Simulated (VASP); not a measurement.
# MgO (Fm-3m) in VASP: notebook, part 2 of 2

VASP 6.6.1. The steps go on from the part before.

## Step 3: Relaxation of cell and atoms, PBE

This run uses another cell than the first one, of 9.37 Å³/atom, 0.974 times its volume.

INCAR

```
PREC     = Accurate       # precision mode
ENCUT    = 600            # plane-wave cutoff, eV
EDIFF    = 1E-6           # SCF threshold, eV
ISMEAR   = 0              # smearing method
SIGMA    = 0.01           # smearing width, eV
LREAL    = False          # projectors in reciprocal space
LASPH    = True           # aspherical terms in the spheres
NELM     = 100            # most SCF steps
ALGO     = Normal         # electronic algorithm
ISIF     = 3              # what is computed and relaxed
LWAVE    = False          # write WAVECAR
LCHARG   = False          # write CHGCAR
GGA      = PE             # functional
IBRION   = 2              # ionic algorithm
NSW      = 80             # ionic steps
EDIFFG   = -0.002         # ionic threshold
```

KPOINTS

```
Automatic mesh
0
Gamma
  8 8 8
```

POSCAR

```
MgO
1.0
    0.0000000000      2.1085000000      2.1085000000
    2.1085000000      0.0000000000      2.1085000000
    2.1085000000      2.1085000000      0.0000000000
Mg O
1 1
Direct
    0.0000000000      0.0000000000      0.0000000000
    0.5000000000      0.5000000000      0.5000000000
```

Potentials or basis: VASP PAW PBE potentials, release 64 (Mg, O).

Command:

```sh
> cat potpaw_PBE.64/Mg/POTCAR potpaw_PBE.64/O/POTCAR > POTCAR
> mpirun -np 1 vasp_std > vasp.out
```

OUTCAR:

```text
PREC = Accurate
   ENCUT = 600
   EDIFF = 1E-6
   ISMEAR = 0
   LREAL = False
   LASPH = True
   NELM = 100
   ISIF = 3
   GGA = PE
   IBRION = 2
   NSW = 80
   EDIFFG = -0.002

 ion  position               nearest neighbor table
   1  0.000  0.000  0.000-   2 2.11   2 2.11   2 2.11   2 2.11   2 2.11   2 2.11
   2  0.500  0.500  0.500-   1 2.11   1 2.11   1 2.11   1 2.11   1 2.11   1 2.11

  LATTYP: Found a face centered cubic cell.
 ALAT       =     4.2170000000

  Lattice vectors:

 A1 = (   0.0000000000,   2.1085000000,   2.1085000000)
 A2 = (   2.1085000000,   0.0000000000,   2.1085000000)
 A3 = (   2.1085000000,   2.1085000000,   0.0000000000)

Analysis of symmetry for initial positions (statically):
=====================================================================
 Subroutine PRICEL returns:
 Original cell was already a primitive cell.

 Routine SETGRP: Setting up the symmetry group for a
 face centered cubic supercell.

 Subroutine GETGRP returns: Found 48 space group operations
 (whereof 48 operations were pure point group operations)
 out of a pool of 48 trial point group operations.

The static configuration has the point symmetry O_h .

Analysis of symmetry for dynamics (positions and initial velocities):
=====================================================================
 Subroutine PRICEL returns:
 Original cell was already a primitive cell.

 Routine SETGRP: Setting up the symmetry group for a
 face centered cubic supercell.

 Subroutine GETGRP returns: Found 48 space group operations
 (whereof 48 operations were pure point group operations)
 out of a pool of 48 trial point group operations.

The dynamic configuration has the point symmetry O_h .

 Subroutine INISYM returns: Found 48 space group operations
 (whereof 48 operations are pure point group operations),
 and found     1 'primitive' translations

----------------------------------------------------------------------------------------

                                     Primitive cell

  volume of cell :      18.7478

  direct lattice vectors                    reciprocal lattice vectors
     0.000000000  2.108500000  2.108500000    -0.237135404  0.237135404  0.237135404
     2.108500000  0.000000000  2.108500000     0.237135404 -0.237135404  0.237135404
     2.108500000  2.108500000  0.000000000     0.237135404  0.237135404 -0.237135404

  length of vectors
     2.981869296  2.981869296  2.981869296     0.410730569  0.410730569  0.410730569

  position of ions in fractional coordinates (direct lattice)
     0.000000000  0.000000000  0.000000000
     0.500000000  0.500000000  0.500000000

  ion indices of the primitive-cell ions
   primitive index   ion index
                 1           1
                 2           2

----------------------------------------------------------------------------------------

 KPOINTS: Automatic mesh

[... 27 lines left out ...]
  0.375000  0.000000  0.000000      8.000000
  0.500000  0.000000  0.000000      4.000000
  0.125000  0.125000  0.000000      6.000000
[... 16 lines left out ...]
  0.500000  0.250000  0.125000     48.000000
 -0.375000  0.250000  0.125000     24.000000
 [... further k-points ...]
   k-points           NKPTS =     29   k-points in BZ     NKDIM =     29   number of bands    NBANDS=      8
   number of dos      NEDOS =    301   number of ions     NIONS =      2
   total plane-waves  NPLWV =  13824
   dimension x,y,z NGX =    24 NGY =   24 NGZ =   24
   dimension x,y,z NGXF=    48 NGYF=   48 NGZF=   48
   ions per type =               1   1
   NGX,Y,Z   is equivalent  to a cutoff of  13.38, 13.38, 13.38 a.u.
   NGXF,Y,Z  is equivalent  to a cutoff of  26.76, 26.76, 26.76 a.u.
 SYSTEM =  unknown system
   PREC   = accura    normal or accurate (medium, high low for compatibility)
   ISTART =      0    job   : 0-new  1-cont  2-samecut
   ICHARG =      2    charge: 1-file 2-atom 10-const
   ISPIN  =      1    spin polarized calculation?
   LNONCOLLINEAR =      F non collinear calculations
   LSORBIT =      F    spin-orbit coupling
   LASPH  =      T    aspherical Exc in radial PAW
   ENCUT  =  600.0 eV  44.10 Ry    6.64 a.u.   5.96  5.96  5.96*2*pi/ulx,y,z
   NELM   =    100;   NELMIN=  2; NELMDL= -5     # of ELM steps
   EDIFF  = 0.1E-05   stopping-criterion for ELM
   LREAL  =      F    real-space projection
   EDIFFG = -.2E-02   stopping-criterion for IOM
   NSW    =     80    number of steps for IOM
   IBRION =      2    ionic relax: 0-MD 1-quasi-New 2-CG
   NFREE  =      1    steps in history (QN), initial steepest desc. (CG)
   ISIF   =      3    stress and relaxation
   ISYM   =      2    0-nonsym 1-usesym 2-fastsym
   POTIM  = 0.5000    time-step for ionic-motion
   TEBEG  =    0.0;   TEEND  =   0.0 temperature during run
   PSTRESS=    0.0 pullay stress
   NELECT =       8.0000    total number of electrons
   NUPDOWN=      -1.0000    fix difference up-down
   EMIN   =  10.00;   EMAX   =-10.00  energy-range for DOS
   EFERMI =   0.00;   METHOD = LEGACY
   ISMEAR =     0;   SIGMA  =   0.01  broadening in eV -4-tet -1-fermi 0-gaus
   EFERMI_NEDOS =   21; number of points for ismear=-14 and -15
   IALGO  =     38    algorithm
   IMIX   =      4    mixing-type and parameters
     AMIX     =   0.40;   BMIX     =  1.00
     AMIX_MAG =   1.60;   BMIX_MAG =  1.00
  volume/ion in A,a.u.               =       9.37        63.26
  Fermi-wavevector in a.u.,A,eV,Ry     =   1.232503  2.329092 20.668107  1.519063
  Thomas-Fermi vector in A             =   2.367270
   LORBIT       =      0    0 simple, 1 ext, 2 COOP (PROOUT), +10 PAW based schemes
   GGA     = PE    functional components
   LHFCALC =     F    Hartree Fock is set to
   AEXX    =    0.0000 exact exchange contribution
   IVDW    =     0    specifies the selected vdW correction
   LEPSILON=     F    determine dielectric tensor
   LRPA    =     F    only Hartree local field effects (RPA)
 conjugate gradient relaxation of ions
 non-spin polarized calculation
 Gauss-broadening in eV      SIGMA  =   0.01
  energy-cutoff  :      600.00
  volume of cell :       18.75
 maximum number of plane-waves:       638
   NGX = 11   NGY = 11   NGZ = 11

--------------------------------------- Ionic step        1  -------------------------------------------

 number of electron       8.0000005 magnetization

 Free energy of the ion-electron system (eV)
  ---------------------------------------------------
  ext. energy  EPLUGINS =         0.00000000
  ---------------------------------------------------
  free energy    TOTEN  =       -11.91055319 eV

  energy without entropy =      -11.91055319  energy(sigma->0) =      -11.91055319

------------------------ aborting loop because EDIFF is reached ----------------------------------------

  FORCE on cell =-STRESS in cart. coord.  units (eV):
  Direction    XX          YY          ZZ          XY          YZ          ZX
  --------------------------------------------------------------------------------------
  -------------------------------------------------------------------------------------
  Total        0.3611835      0.3611835      0.3611835     -0.0000000      0.0000000      0.0000000
  in kB       30.8665184     30.8665184     30.8665184     -0.0000000      0.0000000      0.0000000
  external PRESSURE =      30.8665184 kB  Pullay stress =       0.0000000 kB
[... 59 lines left out ...]
--------------------------------------- Ionic step        3  -------------------------------------------

 number of electron       8.0000004 magnetization

 Free energy of the ion-electron system (eV)
  ---------------------------------------------------
  ext. energy  EPLUGINS =         0.00000000
  ---------------------------------------------------
  free energy    TOTEN  =       -11.91412962 eV

  energy without entropy =      -11.91412962  energy(sigma->0) =      -11.91412962

 E-fermi :   3.1263     XC(G=0): -10.9683

 val. band max:        3.0122092009   @ k =   0.0000   0.0000   0.0000
 cond. band min:       7.5161115869   @ k =   0.0000   0.0000   0.0000
 fundamental gap:      4.5039023860
 Fermi energy:         3.1263406223

 k-point     1 :       0.0000    0.0000    0.0000
  band No.  band energies     occupation
      1     -14.1326      2.00000
      2       3.0122      2.00000
      3       3.0122      2.00000
      4       3.0122      2.00000
      5       7.5161      0.00000
      6      18.6818      0.00000
      7      18.6818      0.00000
      8      18.6818      0.00000
[... 243 lines left out ...]
 k-point    24 :      -0.3750    0.2500    0.1250
  band No.  band energies     occupation
      1     -12.7621      2.00000
      2      -0.8973      2.00000
      3       1.1295      2.00000
      4       2.0565      2.00000
      5      12.5206      0.00000
      6      14.9848      0.00000
      7      16.2590      0.00000
      8      19.6269      0.00000

 [... further k-points ...]
[... 5 lines left out ...]
  --------------------------------------------------------------------------------------
  -------------------------------------------------------------------------------------
  Total       -0.0010090     -0.0010090     -0.0010090      0.0000000      0.0000000      0.0000000
  in kB       -0.0845378     -0.0845378     -0.0845378      0.0000000      0.0000000      0.0000000
  external PRESSURE =      -0.0845378 kB  Pullay stress =       0.0000000 kB
[... 17 lines left out ...]
  FREE ENERGIE OF THE ION-ELECTRON SYSTEM (eV)
  ---------------------------------------------------
  free  energy   TOTEN  =       -11.9141296176 eV

  energy  without entropy=      -11.9141296176  energy(sigma->0) =      -11.91412962

 reached required accuracy - stopping structural energy minimisation
```

It took 4.8 s on 1 thread of Intel Xeon 6975P-C (Granite Rapids), shared host; peak memory 0.14 GiB.

Results:

```yaml
Free_energy: -11.9141 eV
Relaxed_volume: 9.56 Å³/atom
Relaxed_cell: a = 3.002 Å, b = 3.002 Å, c = 3.002 Å, α = 60.00°, β = 60.00°, γ = 60.00°
Space_group_after_relaxing_to_0.05_Å: Fm-3m (No. 225)
Energy_gained_by_relaxing: 1.8 meV/atom
Ionic_steps: 3
Pressure_after_relaxing: 0.0 GPa
Band_gap_on_the_k_mesh: 4.50 eV, direct
```

Step by step:
| step | energy change (eV) | largest force (eV/Å) | pressure (GPa) | volume (Å³) |
| --- | --- | --- | --- | --- |
| 1 | 0.0000 | 0.0000 | 3.09 | 18.75 |
| 2 | -0.0032 | 0.0000 | -0.93 | 19.24 |
| 3 | -0.0036 | 0.0000 | -0.01 | 19.12 |

Final structure:
```xyz
2
Lattice="0.0000 2.1225 2.1225 2.1225 0.0000 2.1225 2.1225 2.1225 0.0000" Properties=species:S:1:pos:R:3 pbc="T T T"
Mg    0.0000    0.0000    0.0000
O     2.1225    2.1225    2.1225
```

Levels at points of the mesh, in eV from the valence-band top:
```
           k point  band 1  band 2  band 3  band 4  band 5  band 6  band 7  band 8
(0.00, 0.00, 0.00)  -17.14    0.00    0.00    0.00    4.50   15.67   15.67   15.67
(0.50, 0.00, 0.00)  -15.92   -4.51   -0.63   -0.63    7.75   12.34   16.07   16.07
(0.50, 0.50, 0.00)  -15.67   -3.99   -1.32   -1.32    9.09    9.72   12.85   18.62
```

PBE gaps usually lie below the measured ones, often by a third to a half. PBE usually gives volumes a little too large and moduli too small.

## Step 4: Against experiment

Step 2. Against the measured gap of MgO, 7.83 eV (quoted in “Electronic structure of alkaline earth and post-transition metal oxides”, 2009, arxiv:0908.1581), the calculated 4.44 eV is off by -3.39 eV. The value is that of PBE, without temperature or zero-point motion. Semilocal functionals fall short of measured gaps as a rule.
